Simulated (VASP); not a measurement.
A run of VASP 6.6.1:

The input POSCAR:

```
AlGaN2
1.0
    3.0780595077      0.0000000000      0.0000000000
    0.0000000000      3.0780595077      0.0000000000
    0.0000000000      0.0000000000      4.4238379400
Al Ga N
1 1 2
Direct
    0.5000000000      0.5000000000      0.5000000000
    0.0000000000      0.0000000000      0.0000000000
    0.5000000000      0.0000000000      0.7382648100
    0.0000000000      0.5000000000      0.2617351900
```

INCAR.step1

```
SYSTEM = AlGaN2
PREC = Accurate
ENCUT = 1460
ISMEAR = 0
SIGMA = 0.05
LREAL = .False.
LASPH = .True.
NELM = 120
NBANDS = 21
GGA = PE
ALGO = Normal
EDIFF = 1E-5
LWAVE = .True.
LCHARG = .False.
GGA_COMPAT = .False.
```

The input INCAR.step2:

```
SYSTEM = AlGaN2
PREC = Accurate
ENCUT = 1460
EDIFF = 1E-6
ISMEAR = 0
SIGMA = 0.05
LREAL = .False.
LASPH = .True.
NELM = 120
ALGO = Normal
ISIF = 2
LWAVE = .False.
LCHARG = .False.
METAGGA = R2SCAN
LMIXTAU = .True.
NBANDS = 21
ISTART = 1
GGA_COMPAT = .False.
```

File KPOINTS:

```
Automatic mesh
0
Gamma
  8 8 6
  0 0 0
```

Potentials or basis: VASP PAW PBE potentials, release 64 (Al, Ga_d, N_h).

The run is started by

```bash
$ cat potpaw_PBE.64/Al/POTCAR potpaw_PBE.64/Ga_d/POTCAR potpaw_PBE.64/N_h/POTCAR > POTCAR
$ cp INCAR.step1 INCAR
$ mpirun -np 1 vasp_std > vasp.out
$ cp INCAR.step2 INCAR
$ mpirun -np 1 vasp_std > vasp.out
```

Hardware: 1 thread of Intel(R) Xeon(R) Platinum 8259CL CPU @ 2.50GHz (Skylake/Cascade Lake) (shared host).

How long does it take, and how much memory?

Wall time 10 min on 1 thread of Intel(R) Xeon(R) Platinum 8259CL CPU @ 2.50GHz (Skylake/Cascade Lake) (shared host), peak memory 0.5 GiB. Counts: k points 60.
